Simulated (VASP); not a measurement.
# CsI (Pm-3m) in VASP: a series of runs, part 2 of 3

VASP 6.6.1. Earlier steps stand in the parts before.

## Step 4: Single point, r2SCAN

This run uses another cell than the first one, of 48.93 Å³/atom.

POSCAR reads:

```
CsI
1.0
    4.6081171041      0.0000000000      0.0000000000
    0.0000000000      4.6081171041      0.0000000000
    0.0000000000      0.0000000000      4.6081171041
Cs I
1 1
Direct
    0.0000000000      0.0000000000      0.0000000000
    0.5000000000      0.5000000000      0.5000000000
```

INCAR.step1 reads:

```
PREC = Accurate
ENCUT = 550
ISMEAR = -1
SIGMA = 0.02
LREAL = False
LASPH = True
NELM = 120
NBANDS = 15
GGA = PE
ALGO = Normal
EDIFF = 1E-5
LWAVE = True
LCHARG = False
GGA_COMPAT = False
```

INCAR.step2 reads:

```
PREC = Accurate
ENCUT = 550
EDIFF = 1E-6
ISMEAR = -1
SIGMA = 0.02
LREAL = False
LASPH = True
NELM = 120
ALGO = Normal
ISIF = 2
LWAVE = False
LCHARG = False
METAGGA = R2SCAN
LMIXTAU = True
NBANDS = 15
ISTART = 1
GGA_COMPAT = False
```

KPOINTS reads:

```
Automatic mesh
0
Gamma
  6 6 6
```

Potentials or basis: VASP PAW PBE potentials, release 64 (Cs_sv, I).

Run with:

```
$ cat potpaw_PBE.64/Cs_sv/POTCAR potpaw_PBE.64/I/POTCAR > POTCAR
$ cp INCAR.step1 INCAR
$ mpirun -np 1 vasp_std > vasp.out
$ cp INCAR.step2 INCAR
$ mpirun -np 1 vasp_std > vasp.out
```

OUTCAR:

```text
PREC = Accurate
   ENCUT = 550
   EDIFF = 1E-6
   ISMEAR = -1
   LREAL = False
   LASPH = True
   NELM = 120
   ISIF = 2
   METAGGA = R2SCAN
   ISTART = 1

 ion  position               nearest neighbor table
   1  0.000  0.000  0.000-
   2  0.500  0.500  0.500-

  LATTYP: Found a simple cubic cell.
 ALAT       =     4.6081171041

  Lattice vectors:

 A1 = (   4.6081171041,   0.0000000000,   0.0000000000)
 A2 = (   0.0000000000,   4.6081171041,   0.0000000000)
 A3 = (   0.0000000000,   0.0000000000,   4.6081171041)

Analysis of symmetry for initial positions (statically):
=====================================================================
 Subroutine PRICEL returns:
 Original cell was already a primitive cell.

 Routine SETGRP: Setting up the symmetry group for a
 simple cubic supercell.

 Subroutine GETGRP returns: Found 48 space group operations
 (whereof 48 operations were pure point group operations)
 out of a pool of 48 trial point group operations.

The static configuration has the point symmetry O_h .

Analysis of symmetry for dynamics (positions and initial velocities):
=====================================================================
 Subroutine PRICEL returns:
 Original cell was already a primitive cell.

 Routine SETGRP: Setting up the symmetry group for a
 simple cubic supercell.

 Subroutine GETGRP returns: Found 48 space group operations
 (whereof 48 operations were pure point group operations)
 out of a pool of 48 trial point group operations.

The dynamic configuration has the point symmetry O_h .

 Subroutine INISYM returns: Found 48 space group operations
 (whereof 48 operations are pure point group operations),
 and found     1 'primitive' translations

----------------------------------------------------------------------------------------

                                     Primitive cell

  volume of cell :      97.8522

  direct lattice vectors                    reciprocal lattice vectors
     4.608117104  0.000000000  0.000000000     0.217008374  0.000000000  0.000000000
     0.000000000  4.608117104  0.000000000     0.000000000  0.217008374  0.000000000
     0.000000000  0.000000000  4.608117104     0.000000000  0.000000000  0.217008374

  length of vectors
     4.608117104  4.608117104  4.608117104     0.217008374  0.217008374  0.217008374

  position of ions in fractional coordinates (direct lattice)
     0.000000000  0.000000000  0.000000000
     0.500000000  0.500000000  0.500000000

  ion indices of the primitive-cell ions
   primitive index   ion index
                 1           1
                 2           2

----------------------------------------------------------------------------------------

 KPOINTS: Automatic mesh

Automatic generation of k-mesh.
 Grid dimensions read from file:
 generate k-points for:    6    6    6

 Generating k-lattice:

  Cartesian coordinates                     Fractional coordinates (reciprocal lattice)
     0.036168062  0.000000000  0.000000000     0.166666667  0.000000000  0.000000000
     0.000000000  0.036168062  0.000000000     0.000000000  0.166666667  0.000000000
     0.000000000  0.000000000  0.036168062     0.000000000  0.000000000  0.166666667

  Length of vectors
     0.036168062  0.036168062  0.036168062

  Shift w.r.t. Gamma in fractional coordinates (k-lattice)
     0.000000000  0.000000000  0.000000000

 Subroutine IBZKPT returns following result:
 ===========================================

 Found     20 irreducible k-points:

 Following reciprocal coordinates:
            Coordinates               Weight
  0.000000  0.000000  0.000000      1.000000
  0.166667  0.000000  0.000000      6.000000
  0.333333  0.000000  0.000000      6.000000
  0.500000  0.000000  0.000000      3.000000
  0.166667  0.166667  0.000000     12.000000
  0.333333  0.166667  0.000000     24.000000
[... 12 lines left out ...]
  0.500000  0.500000  0.333333      6.000000
  0.500000  0.500000  0.500000      1.000000
   k-points           NKPTS =     20   k-points in BZ     NKDIM =     20   number of bands    NBANDS=     15
   number of dos      NEDOS =    301   number of ions     NIONS =      2
   total plane-waves  NPLWV =  46656
   dimension x,y,z NGX =    36 NGY =   36 NGZ =   36
   dimension x,y,z NGXF=    72 NGYF=   72 NGZF=   72
   ions per type =               1   1
   NGX,Y,Z   is equivalent  to a cutoff of  12.99, 12.99, 12.99 a.u.
   NGXF,Y,Z  is equivalent  to a cutoff of  25.98, 25.98, 25.98 a.u.
 SYSTEM =  unknown system
   PREC   = accura    normal or accurate (medium, high low for compatibility)
   ISTART =      1    job   : 0-new  1-cont  2-samecut
   ICHARG =      0    charge: 1-file 2-atom 10-const
   ISPIN  =      1    spin polarized calculation?
   LNONCOLLINEAR =      F non collinear calculations
   LSORBIT =      F    spin-orbit coupling
   LASPH  =      T    aspherical Exc in radial PAW
   ENCUT  =  550.0 eV  40.42 Ry    6.36 a.u.   8.81  8.81  8.81*2*pi/ulx,y,z
   NELM   =    120;   NELMIN=  2; NELMDL=  0     # of ELM steps
   EDIFF  = 0.1E-05   stopping-criterion for ELM
   LREAL  =      F    real-space projection
   EDIFFG = 0.1E-04   stopping-criterion for IOM
   NSW    =      0    number of steps for IOM
   IBRION =     -1    ionic relax: 0-MD 1-quasi-New 2-CG
   NFREE  =      0    steps in history (QN), initial steepest desc. (CG)
   ISIF   =      2    stress and relaxation
   ISYM   =      2    0-nonsym 1-usesym 2-fastsym
   POTIM  = 0.5000    time-step for ionic-motion
   TEBEG  =    0.0;   TEEND  =   0.0 temperature during run
   PSTRESS=    0.0 pullay stress
   NELECT =      16.0000    total number of electrons
   NUPDOWN=      -1.0000    fix difference up-down
   EMIN   =  10.00;   EMAX   =-10.00  energy-range for DOS
   EFERMI =   0.00;   METHOD = LEGACY
   ISMEAR =    -1;   SIGMA  =   0.02  broadening in eV -4-tet -1-fermi 0-gaus
   EFERMI_NEDOS =   21; number of points for ismear=-14 and -15
   IALGO  =     38    algorithm
   IMIX   =      4    mixing-type and parameters
     AMIX     =   0.40;   BMIX     =  1.00
     AMIX_MAG =   1.60;   BMIX_MAG =  1.00
  volume/ion in A,a.u.               =      48.93       330.17
  Fermi-wavevector in a.u.,A,eV,Ry     =   0.895209  1.691701 10.903708  0.801400
  Thomas-Fermi vector in A             =   2.017512
   LORBIT       =      0    0 simple, 1 ext, 2 COOP (PROOUT), +10 PAW based schemes
   METAGGA = R2SCAN    functional components
   LHFCALC =     F    Hartree Fock is set to
   AEXX    =    0.0000 exact exchange contribution
   IVDW    =     0    specifies the selected vdW correction
   LEPSILON=     F    determine dielectric tensor
   LRPA    =     F    only Hartree local field effects (RPA)
 non-spin polarized calculation
  energy-cutoff  :      550.00
  volume of cell :       97.85
 maximum number of plane-waves:      2897
 NGX is ok and might be reduce to    36
   NGX = 17   NGY = 17   NGZ = 17

 number of electron      16.0000002 magnetization

 Free energy of the ion-electron system (eV)
  ---------------------------------------------------
  ext. energy  EPLUGINS =         0.00000000
  ---------------------------------------------------
  free energy    TOTEN  =       -53.12585790 eV

  energy without entropy =      -53.12585790  energy(sigma->0) =      -53.12585790

 E-fermi :   0.8255     XC(G=0):  -8.0007

 val. band max:        0.3516828986   @ k =   0.5000   0.5000   0.0000
 cond. band min:       4.8509144243   @ k =   0.0000   0.0000   0.0000
 fundamental gap:      4.4992315256
 Fermi energy:         0.8254634016

 k-point     1 :       0.0000    0.0000    0.0000
  band No.  band energies     occupation
      1     -20.6444      2.00000
      2     -10.5724      2.00000
      3      -6.9755      2.00000
      4      -6.9755      2.00000
      5      -6.9755      2.00000
      6       0.2595      2.00000
      7       0.2595      2.00000
      8       0.2595      2.00000
      9       4.8509      0.00000
     10       5.0029      0.00000
     11       5.0029      0.00000
     12       8.6967      0.00000
     13       8.6967      0.00000
     14       8.6967      0.00000
[... 329 lines left out ...]
      2     -10.2991      2.00000
      3      -7.2090      2.00000
      4      -7.2090      2.00000
      5      -7.2090      2.00000
      6      -0.9018      2.00000
      7      -0.9018      2.00000
      8      -0.9018      2.00000
      9       8.0084      0.00000
     10       8.0084      0.00000
     11       8.0084      0.00000
     12       8.7546      0.00000
     13       8.7546      0.00000
     14       8.7546      0.00000
     15      10.6097      0.00000

------------------------ aborting loop because EDIFF is reached ----------------------------------------

  FORCE on cell =-STRESS in cart. coord.  units (eV):
  Direction    XX          YY          ZZ          XY          YZ          ZX
  --------------------------------------------------------------------------------------
  -------------------------------------------------------------------------------------
  Total        0.0315138      0.0315138      0.0315138      0.0000000      0.0000000      0.0000000
  in kB        0.5159900      0.5159900      0.5159900      0.0000000      0.0000000      0.0000000
  external PRESSURE =       0.5159900 kB  Pullay stress =       0.0000000 kB

 VOLUME and BASIS-vectors are now :
 -----------------------------------------------------------------------------
  energy-cutoff  :      550.00
  volume of cell :       97.85
      direct lattice vectors                 reciprocal lattice vectors
     4.608117104  0.000000000  0.000000000     0.217008374  0.000000000  0.000000000
     0.000000000  4.608117104  0.000000000     0.000000000  0.217008374  0.000000000
     0.000000000  0.000000000  4.608117104     0.000000000  0.000000000  0.217008374

 POSITION                                       TOTAL-FORCE (eV/Angst)
 -----------------------------------------------------------------------------------
      0.00000      0.00000      0.00000         0.000000      0.000000      0.000000
      2.30406      2.30406      2.30406         0.000000      0.000000      0.000000
 -----------------------------------------------------------------------------------
    total drift:                                0.000000      0.000000      0.000000

  FREE ENERGIE OF THE ION-ELECTRON SYSTEM (eV)
  ---------------------------------------------------
  free  energy   TOTEN  =       -53.1258578956 eV

  energy  without entropy=      -53.1258578956  energy(sigma->0) =      -53.12585790
```

OUTCAR.step1:

```text
PREC = Accurate
   ENCUT = 550
   ISMEAR = -1
   LREAL = False
   LASPH = True
[... 574 lines left out ...]
      0.00000      0.00000      0.00000         0.000000      0.000000      0.000000
      2.30406      2.30406      2.30406         0.000000      0.000000      0.000000
 -----------------------------------------------------------------------------------
    total drift:                               -0.000000      0.000000      0.000000

  FREE ENERGIE OF THE ION-ELECTRON SYSTEM (eV)
  ---------------------------------------------------
  free  energy   TOTEN  =        -5.4373252935 eV

  energy  without entropy=       -5.4373252935  energy(sigma->0) =       -5.43732529
```

OSZICAR.step1:

```text
N       E                     dE             d eps       ncg     rms          rms(c)
DAV:   1     0.862040444943E+02    0.86204E+02   -0.61377E+03   600   0.902E+02
DAV:   2     0.204731674333E+01   -0.84157E+02   -0.77553E+02   874   0.144E+02
DAV:   3    -0.547673348111E+01   -0.75241E+01   -0.74829E+01   768   0.467E+01
DAV:   4    -0.558103093694E+01   -0.10430E+00   -0.10428E+00   802   0.683E+00
DAV:   5    -0.558233831009E+01   -0.13074E-02   -0.13074E-02   789   0.751E-01    0.158E+00
DAV:   6    -0.545886188869E+01    0.12348E+00   -0.98119E-02   775   0.154E+00    0.110E+00
DAV:   7    -0.543343199629E+01    0.25430E-01   -0.10138E-01   733   0.152E+00    0.612E-01
DAV:   8    -0.543754190827E+01   -0.41099E-02   -0.13169E-02   614   0.616E-01    0.123E-01
DAV:   9    -0.543723870542E+01    0.30320E-03   -0.65424E-04   838   0.131E-01    0.521E-02
DAV:  10    -0.543732865087E+01   -0.89945E-04   -0.23746E-04   628   0.870E-02    0.323E-02
DAV:  11    -0.543732529349E+01    0.33574E-05   -0.81607E-06   608   0.150E-02
   1 F= -.54373253E+01 E0= -.54373253E+01  d E =-.833360E-11
```

Wall time 85 s (1 thread of Intel Xeon Platinum 8375C at 2.90GHz (Ice Lake), shared host); peak memory 0.23 GiB.

What came out:

```
Free energy            : -53.1259 eV
Pressure               : 0.1 GPa
Band gap on the k mesh : 4.50 eV (least direct gap 4.59 eV)
```

Levels at points of the mesh, in eV from the valence-band top:
```tsv
k point	band 6	band 7	band 8	band 9	band 10	band 11
(0.00, 0.00, 0.00)	-0.09	-0.09	-0.09	4.50	4.65	4.65
(0.50, 0.00, 0.00)	-1.49	-0.22	-0.22	5.67	7.03	7.22
(0.50, 0.50, 0.00)	-0.86	-0.86	0.00	4.76	5.50	6.67
(0.50, 0.50, 0.50)	-1.25	-1.25	-1.25	7.66	7.66	7.66
```

Caveat: the PAW data sets were made with another functional, which shifts forces and pressure a little; spin-orbit coupling is left out, which moves the levels of the heavy elements. A k mesh can miss the band edges.

(Continued in part 3 of 3.)
